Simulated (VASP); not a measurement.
# Li2TaO2 (P4/mmm) in VASP: further runs

Runs on Li2TaO2. Level: PBE. Tasks: single point, relaxation of cell and atoms.

All numbers are computed with VASP 6.6.1; they aren't measurements. Logs are shortened: lines on timing, memory, paths and dates and some standing lists are left out, and cuts for length are marked.

**1. The cell of the first run**

The structure is tetragonal, space group P4/mmm (No. 123). Conventional cell: a = 2.910 Å, b = 2.910 Å, c = 5.111 Å, α = 90.00°, β = 90.00°, γ = 90.00°. Within 2.7 Å of Li (site symmetry mmm) lie 4 O at 2.00 Å and 4 Li at 2.06 Å. Ta (site symmetry 4/mmm) has 8 O at 2.37 Å and 4 Ta at 2.91 Å and 8 Li at 2.94 Å within 3.1 Å. Within 2.7 Å of O (site symmetry 4mm) lie 4 Li at 2.00 Å and 1 O at 2.36 Å and 4 Ta at 2.37 Å.

**2. Single point, PBE**

The input, INCAR:

```
SYSTEM = Li2TaO2
PREC = Accurate
ENCUT = 520
EDIFF = 1E-6
ISMEAR = 0
SIGMA = 0.1
LREAL = .False.
LASPH = .True.
NELM = 60
ALGO = Normal
ISIF = 2
LWAVE = .False.
LCHARG = .False.
GGA = PE
NBANDS = 22
```

The input, KPOINTS:

```
Automatic mesh
0
Gamma
  6 6 4
  0 0 0
```

The input, POSCAR:

```
Li2TaO2
1.0
    2.9104232619      0.0000000000      0.0000000000
    0.0000000000      2.9104232619      0.0000000000
    0.0000000000      0.0000000000      5.1110179463
Li Ta O
2 1 2
Direct
    0.0000000000      0.5000000000      0.5000000000
    0.5000000000      0.0000000000      0.5000000000
    0.0000000000      0.0000000000      0.0000000000
    0.5000000000      0.5000000000      0.2305511590
    0.5000000000      0.5000000000      0.7694488410
```

Potentials or basis: VASP PAW PBE potentials, release 64 (Li_sv, Ta_pv, O).

The run is started by

```console
> cat potpaw_PBE.64/Li_sv/POTCAR potpaw_PBE.64/Ta_pv/POTCAR potpaw_PBE.64/O/POTCAR > POTCAR
> mpirun -np 1 vasp_std > vasp.out
```

OUTCAR:

```text
SYSTEM = Li2TaO2
   PREC = Accurate
   ENCUT = 520
   EDIFF = 1E-6
   ISMEAR = 0
   LREAL = .False.
   LASPH = .True.
   NELM = 60
   ISIF = 2
   GGA = PE

 ion  position               nearest neighbor table
   1  0.000  0.500  0.500-   4 2.00   5 2.00   4 2.00   5 2.00   2 2.06   2 2.06   2 2.06   2 2.06
                             3 2.94   3 2.94   3 2.94   3 2.94
   2  0.500  0.000  0.500-   4 2.00   5 2.00   4 2.00   5 2.00   1 2.06   1 2.06   1 2.06   1 2.06
                             3 2.94   3 2.94   3 2.94   3 2.94
   3  0.000  0.000  0.000-   4 2.37   5 2.37   4 2.37   5 2.37   4 2.37   5 2.37   4 2.37   5 2.37
                             2 2.94   1 2.94   2 2.94   1 2.94   2 2.94   2 2.94   1 2.94   1 2.94
   4  0.500  0.500  0.231-   1 2.00   2 2.00   2 2.00   1 2.00   3 2.37   3 2.37   3 2.37   3 2.37

   5  0.500  0.500  0.769-   1 2.00   2 2.00   2 2.00   1 2.00   3 2.37   3 2.37   3 2.37   3 2.37

  LATTYP: Found a simple tetragonal cell.
 ALAT       =     2.9104232619
 C/A-ratio  =     1.7561081281

  Lattice vectors:

 A1 = (   2.9104232619,   0.0000000000,   0.0000000000)
 A2 = (   0.0000000000,   2.9104232619,   0.0000000000)
 A3 = (   0.0000000000,   0.0000000000,   5.1110179463)

Analysis of symmetry for initial positions (statically):
=====================================================================
 Subroutine PRICEL returns:
 Original cell was already a primitive cell.

 Routine SETGRP: Setting up the symmetry group for a
 simple tetragonal supercell.

 Subroutine GETGRP returns: Found 16 space group operations
 (whereof 16 operations were pure point group operations)
 out of a pool of 16 trial point group operations.

The static configuration has the point symmetry D_4h.

Analysis of symmetry for dynamics (positions and initial velocities):
=====================================================================
 Subroutine PRICEL returns:
 Original cell was already a primitive cell.

 Routine SETGRP: Setting up the symmetry group for a
 simple tetragonal supercell.

 Subroutine GETGRP returns: Found 16 space group operations
 (whereof 16 operations were pure point group operations)
 out of a pool of 16 trial point group operations.

The dynamic configuration has the point symmetry D_4h.

 Subroutine INISYM returns: Found 16 space group operations
 (whereof 16 operations are pure point group operations),
 and found     1 'primitive' translations

----------------------------------------------------------------------------------------

                                     Primitive cell

  volume of cell :      43.2932

  direct lattice vectors                    reciprocal lattice vectors
     2.910423262  0.000000000  0.000000000     0.343592636  0.000000000  0.000000000
     0.000000000  2.910423262  0.000000000     0.000000000  0.343592636  0.000000000
     0.000000000  0.000000000  5.111017946     0.000000000  0.000000000  0.195655740

  length of vectors
     2.910423262  2.910423262  5.111017946     0.343592636  0.343592636  0.195655740

  position of ions in fractional coordinates (direct lattice)
     0.000000000  0.500000000  0.500000000
     0.500000000  0.000000000  0.500000000
     0.000000000  0.000000000  0.000000000
     0.500000000  0.500000000  0.230551159
     0.500000000  0.500000000  0.769448841

  ion indices of the primitive-cell ions
   primitive index   ion index
                 1           1
                 2           2
                 3           3
                 4           4
                 5           5

----------------------------------------------------------------------------------------

 KPOINTS: Automatic mesh

Automatic generation of k-mesh.
 Grid dimensions read from file:
 generate k-points for:    6    6    4

 Generating k-lattice:

  Cartesian coordinates                     Fractional coordinates (reciprocal lattice)
     0.057265439  0.000000000  0.000000000     0.166666667  0.000000000  0.000000000
     0.000000000  0.057265439  0.000000000     0.000000000  0.166666667  0.000000000
     0.000000000  0.000000000  0.048913935     0.000000000  0.000000000  0.250000000

  Length of vectors
     0.057265439  0.057265439  0.048913935

  Shift w.r.t. Gamma in fractional coordinates (k-lattice)
     0.000000000  0.000000000  0.000000000

 Subroutine IBZKPT returns following result:
 ===========================================

 Found     30 irreducible k-points:

 Following reciprocal coordinates:
            Coordinates               Weight
  0.000000  0.000000  0.000000      1.000000
  0.166667  0.000000  0.000000      4.000000
  0.333333  0.000000  0.000000      4.000000
  0.500000  0.000000  0.000000      2.000000
  0.166667  0.166667  0.000000      4.000000
  0.333333  0.166667  0.000000      8.000000
[... 16 lines left out ...]
  0.333333  0.000000  0.500000      4.000000
  0.500000  0.000000  0.500000      2.000000
 [... further k-points ...]
   k-points           NKPTS =     30   k-points in BZ     NKDIM =     30   number of bands    NBANDS=     22
   number of dos      NEDOS =    301   number of ions     NIONS =      5
   total plane-waves  NPLWV =  23040
   dimension x,y,z NGX =    24 NGY =   24 NGZ =   40
   dimension x,y,z NGXF=    48 NGYF=   48 NGZF=   80
   ions per type =               2   1   2
   NGX,Y,Z   is equivalent  to a cutoff of  13.71, 13.71, 13.01 a.u.
   NGXF,Y,Z  is equivalent  to a cutoff of  27.42, 27.42, 26.02 a.u.
 SYSTEM =  Li2TaO2
   PREC   = accura    normal or accurate (medium, high low for compatibility)
   ISTART =      0    job   : 0-new  1-cont  2-samecut
   ICHARG =      2    charge: 1-file 2-atom 10-const
   ISPIN  =      1    spin polarized calculation?
   LNONCOLLINEAR =      F non collinear calculations
   LSORBIT =      F    spin-orbit coupling
   LASPH  =      T    aspherical Exc in radial PAW
   ENCUT  =  520.0 eV  38.22 Ry    6.18 a.u.   5.41  5.41  9.50*2*pi/ulx,y,z
   NELM   =     60;   NELMIN=  2; NELMDL= -5     # of ELM steps
   EDIFF  = 0.1E-05   stopping-criterion for ELM
   LREAL  =      F    real-space projection
   EDIFFG = 0.1E-04   stopping-criterion for IOM
   NSW    =      0    number of steps for IOM
   IBRION =     -1    ionic relax: 0-MD 1-quasi-New 2-CG
   NFREE  =      0    steps in history (QN), initial steepest desc. (CG)
   ISIF   =      2    stress and relaxation
   ISYM   =      2    0-nonsym 1-usesym 2-fastsym
   POTIM  = 0.5000    time-step for ionic-motion
   TEBEG  =    0.0;   TEEND  =   0.0 temperature during run
   PSTRESS=    0.0 pullay stress
   NELECT =      29.0000    total number of electrons
   NUPDOWN=      -1.0000    fix difference up-down
   EMIN   =  10.00;   EMAX   =-10.00  energy-range for DOS
   EFERMI =   0.00;   METHOD = LEGACY
   ISMEAR =     0;   SIGMA  =   0.10  broadening in eV -4-tet -1-fermi 0-gaus
   EFERMI_NEDOS =   21; number of points for ismear=-14 and -15
   IALGO  =     38    algorithm
   IMIX   =      4    mixing-type and parameters
     AMIX     =   0.40;   BMIX     =  1.00
     AMIX_MAG =   1.60;   BMIX_MAG =  1.00
  volume/ion in A,a.u.               =       8.66        58.43
  Fermi-wavevector in a.u.,A,eV,Ry     =   1.432411  2.706864 27.916444  2.051801
  Thomas-Fermi vector in A             =   2.552041
   LORBIT       =      0    0 simple, 1 ext, 2 COOP (PROOUT), +10 PAW based schemes
   GGA     = PE    functional components
   LHFCALC =     F    Hartree Fock is set to
   AEXX    =    0.0000 exact exchange contribution
   IVDW    =     0    specifies the selected vdW correction
   LEPSILON=     F    determine dielectric tensor
   LRPA    =     F    only Hartree local field effects (RPA)
 non-spin polarized calculation
 Gauss-broadening in eV      SIGMA  =   0.10
  energy-cutoff  :      520.00
  volume of cell :       43.29
 maximum number of plane-waves:      1180
 NGX is ok and might be reduce to    24
   NGX = 11   NGY = 11   NGZ = 19

 number of electron      28.9999982 magnetization

 Free energy of the ion-electron system (eV)
  ---------------------------------------------------
  ext. energy  EPLUGINS =         0.00000000
  ---------------------------------------------------
  free energy    TOTEN  =       -31.71294619 eV

  energy without entropy =      -31.70072972  energy(sigma->0) =      -31.70683796

 E-fermi :   8.0530     XC(G=0): -12.0171

 val. band max:        8.0073444130   @ k =   0.3333   0.1667   0.0000
 cond. band min:       8.0959831864   @ k =   0.3333   0.1667   0.2500
 fundamental gap:      0.0886387734
 Fermi energy:         8.0529628340

 k-point     1 :       0.0000    0.0000    0.0000
  band No.  band energies     occupation
      1     -39.6496      2.00000
      2     -39.0955      2.00000
      3     -28.3861      2.00000
      4     -28.1801      2.00000
      5     -28.1801      2.00000
      6     -13.9362      2.00000
[... 14 lines left out ...]
     21      15.0730      0.00000
     22      15.8718      0.00000

 k-point     2 :       0.1667    0.0000    0.0000
  band No.  band energies     occupation
      1     -39.6097      2.00000
      2     -39.1298      2.00000
      3     -28.3772      2.00000
      4     -28.3584      2.00000
      5     -28.1625      2.00000
      6     -13.7152      2.00000
[... 14 lines left out ...]
     21      13.8755      0.00000
     22      16.4387      0.00000

 k-point     3 :       0.3333    0.0000    0.0000
  band No.  band energies     occupation
      1     -39.5027      2.00000
      2     -39.2254      2.00000
      3     -28.7528      2.00000
      4     -28.3027      2.00000
      5     -28.1270      2.00000
      6     -13.2668      2.00000
[... 14 lines left out ...]
     21      14.6032      0.00000
     22      16.9081      0.00000
[... 476 lines left out ...]
 k-point    23 :       0.3333    0.0000    0.5000
  band No.  band energies     occupation
      1     -39.5029      2.00000
      2     -39.2254      2.00000
      3     -28.7533      2.00000
      4     -28.3015      2.00000
      5     -28.1270      2.00000
      6     -13.1078      2.00000
[... 14 lines left out ...]
     21      16.8363      0.00000
     22      17.6784      0.00000

 k-point    24 :       0.5000    0.0000    0.5000
  band No.  band energies     occupation
      1     -39.3633      2.00000
      2     -39.3593      2.00000
      3     -28.9328      2.00000
      4     -28.2739      2.00000
      5     -28.1091      2.00000
      6     -12.8356      2.00000
[... 14 lines left out ...]
     21      15.9602      0.00000
     22      17.1149      0.00000

 [... further k-points ...]
[... 5 lines left out ...]
  --------------------------------------------------------------------------------------
  -------------------------------------------------------------------------------------
  Total        0.1126567      0.1126567      0.0392100      0.0000000      0.0000000      0.0000000
  in kB        4.1691529      4.1691529      1.4510670      0.0000000      0.0000000      0.0000000
  external PRESSURE =       3.2631243 kB  Pullay stress =       0.0000000 kB

 VOLUME and BASIS-vectors are now :
 -----------------------------------------------------------------------------
  energy-cutoff  :      520.00
  volume of cell :       43.29
      direct lattice vectors                 reciprocal lattice vectors
     2.910423262  0.000000000  0.000000000     0.343592636  0.000000000  0.000000000
     0.000000000  2.910423262  0.000000000     0.000000000  0.343592636  0.000000000
     0.000000000  0.000000000  5.111017946     0.000000000  0.000000000  0.195655740

 POSITION                                       TOTAL-FORCE (eV/Angst)
 -----------------------------------------------------------------------------------
      0.00000      1.45521      2.55551         0.000000      0.000000      0.000000
      1.45521      0.00000      2.55551         0.000000      0.000000      0.000000
      0.00000      0.00000      0.00000         0.000000      0.000000      0.000000
      1.45521      1.45521      1.17835         0.000000     -0.000000      0.004130
      1.45521      1.45521      3.93267        -0.000000     -0.000000     -0.004130
 -----------------------------------------------------------------------------------
    total drift:                                0.000000     -0.000000      0.000000

  FREE ENERGIE OF THE ION-ELECTRON SYSTEM (eV)
  ---------------------------------------------------
  free  energy   TOTEN  =       -31.7129461873 eV

  energy  without entropy=      -31.7007297243  energy(sigma->0) =      -31.70683796
```

Run time: 9.9 s. Hardware: 1 thread of Intel Xeon 6975P-C (Granite Rapids), shared host; peak memory 0.17 GiB.

What came out:

* Free energy: -31.7129 eV
* Largest force: 0.004 eV/Å

Forces in eV/Å, atoms in the order of the input:
```
Li   0.000  0.000  0.000
Li   0.000  0.000  0.000
Ta   0.000  0.000  0.000
O    0.000  0.000  0.004
O    0.000  0.000 -0.004
```

Caveat: the cutoff is under 1.25 times the usual one of these potentials, so pressure, stress and relaxed cells hold a basis-set (Pulay) error; spin-orbit coupling is left out, which moves the levels of the heavy elements; an odd number of electrons without spin polarisation forces a metal; a magnetic or distorted state may lie lower.

**3. Single point, PBE**

This run uses another cell than the first one, of 12.58 Å³/atom, 1.452 times its volume.

The input, INCAR:

```
PREC     = Accurate       # precision mode
ENCUT    = 520            # plane-wave cutoff, eV
EDIFF    = 1E-7           # SCF threshold, eV
ISMEAR   = 0              # smearing method
SIGMA    = 0.1            # smearing width, eV
LREAL    = False          # projectors in reciprocal space
LASPH    = True           # aspherical terms in the spheres
NELM     = 60             # most SCF steps
ALGO     = Normal         # electronic algorithm
ISIF     = 2              # what is computed and relaxed
LWAVE    = False          # write WAVECAR
LCHARG   = False          # write CHGCAR
GGA      = PE             # functional
NBANDS   = 22             # bands
```

The input, KPOINTS:

```
regular mesh
0
Gamma
  6 6 4
```

The input, POSCAR:

```
Li2TaO2
1.0
    3.5921862400      0.0000000000      0.0000000000
    0.0000000000      3.5921862400      0.0000000000
    0.0000000000      0.0000000000      4.8726948700
Li Ta O
2 1 2
Direct
    0.0000000000      0.5000000000      0.5000000000
    0.5000000000      0.0000000000      0.5000000000
    0.0000000000      0.0000000000      0.0000000000
    0.5000000000      0.5000000000      0.2399999900
    0.5000000000      0.5000000000      0.7600000100
```

Potentials or basis: VASP PAW PBE potentials, release 64 (Li_sv, Ta_pv, O).

The run is started by

```console
> cat potpaw_PBE.64/Li_sv/POTCAR potpaw_PBE.64/Ta_pv/POTCAR potpaw_PBE.64/O/POTCAR > POTCAR
> mpirun -np 1 vasp_std > vasp.out
```

Run time: 21 s. Hardware: 1 thread of Intel Xeon 6975P-C (Granite Rapids), shared host; peak memory 0.19 GiB.

Results (log left out):

```
Free energy   : -27.5463 eV
Largest force : 0.260 eV/Å
```

Forces in eV/Å, atoms in the order of the input:
```
Li   0.000  0.000  0.000
Li   0.000  0.000  0.000
Ta   0.000  0.000  0.000
O    0.000  0.000  0.260
O    0.000  0.000 -0.260
```

Levels at points of the mesh, in eV from the Fermi level:
```csv
k point,band 11,band 12,band 13,band 14,band 15,band 16,band 17,band 18,band 19,band 20
"(0.00, 0.00, 0.00)",-3.04,-3.04,-2.55,-1.91,-0.33,0.19,1.02,1.49,1.49,3.07
"(0.50, 0.00, 0.00)",-3.72,-2.49,-1.59,-0.69,-0.04,0.53,0.58,1.70,3.21,3.21
"(0.50, 0.50, 0.00)",-4.37,-4.37,-2.42,-0.22,0.96,1.57,1.57,1.76,2.68,6.14
"(0.00, 0.00, 0.50)",-3.26,-3.26,-2.60,-1.96,-1.34,0.68,0.80,1.03,1.36,1.36
"(0.50, 0.00, 0.50)",-3.12,-3.03,-2.59,-0.46,-0.46,0.32,0.80,1.91,2.04,3.45
"(0.50, 0.50, 0.50)",-4.51,-3.44,-2.64,-0.12,0.05,1.41,1.48,1.48,1.77,3.06
```

Caveat: the cutoff is under 1.25 times the usual one of these potentials, so pressure, stress and relaxed cells hold a basis-set (Pulay) error; spin-orbit coupling is left out, which moves the levels of the heavy elements; an odd number of electrons without spin polarisation forces a metal; a magnetic or distorted state may lie lower.

**4. Single point, PBE**

The input, INCAR:

```
SYSTEM = Li2TaO2
PREC = Accurate
ENCUT = 520
EDIFF = 1E-7
ISMEAR = 0
SIGMA = 0.1
LREAL = .False.
LASPH = .True.
NELM = 60
ALGO = Normal
ISIF = 2
LWAVE = .False.
LCHARG = .True.
GGA = PE
LELF = .True.
LVHAR = .True.
NBANDS = 22
```

The input, KPOINTS:

```
regular mesh
0
Gamma
  12 12 8
  0 0 0
```

The input, POSCAR:

```
Li2TaO2
1.0
    2.9096945442      0.0000000000      0.0000000000
    0.0000000000      2.9096945442      0.0000000000
    0.0000000000      0.0000000000      5.1047120771
Li Ta O
2 1 2
Direct
    0.0000000000      0.5000000000      0.5000000000
    0.5000000000      0.0000000000      0.5000000000
    0.0000000000      0.0000000000      0.0000000000
    0.5000000000      0.5000000000      0.2302169512
    0.5000000000      0.5000000000      0.7697830488
```

The run is started by

```console
> cat potpaw_PBE.64/Li_sv/POTCAR potpaw_PBE.64/Ta_pv/POTCAR potpaw_PBE.64/O/POTCAR > POTCAR
> mpirun -np 1 vasp_std > vasp.out
```

Run time: 45 s. Hardware: 1 thread of Intel Xeon 6975P-C (Granite Rapids), shared host; peak memory 0.25 GiB.

Results (log left out):

```yaml
Free_energy: -31.7158 eV
Largest_force: 0.017 eV/Å
```

Forces on the atoms (eV/Å):
```
Li   0.000  0.000  0.000
Li   0.000  0.000  0.000
Ta   0.000  0.000  0.000
O    0.000  0.000  0.017
O    0.000  0.000 -0.017
```

Levels at points of the mesh, in eV from the Fermi level:
```csv
k point,band 11,band 12,band 13,band 14,band 15,band 16,band 17,band 18,band 19,band 20
"(0.00, 0.00, 0.00)",-5.95,-5.95,-4.56,-4.47,-1.89,0.37,2.32,3.04,3.04,3.30
"(0.50, 0.00, 0.00)",-6.82,-5.00,-4.61,-3.40,-0.15,1.15,1.33,2.22,4.41,5.78
"(0.50, 0.50, 0.00)",-7.49,-7.49,-3.96,-3.45,1.75,2.76,2.76,3.89,4.55,6.12
"(0.00, 0.00, 0.50)",-5.89,-5.57,-5.57,-4.50,-1.22,0.95,1.30,2.32,2.96,2.96
"(0.50, 0.00, 0.50)",-6.64,-6.25,-5.31,-2.69,-0.14,1.02,1.30,1.89,2.49,5.83
"(0.50, 0.50, 0.50)",-7.61,-7.61,-6.13,-1.54,-0.83,2.67,2.70,2.70,4.55,7.83
```

Caveat: the cutoff is under 1.25 times the usual one of these potentials, so pressure, stress and relaxed cells hold a basis-set (Pulay) error; spin-orbit coupling is left out, which moves the levels of the heavy elements; an odd number of electrons without spin polarisation forces a metal; a magnetic or distorted state may lie lower.

(Part 1 of 2 ends here.)
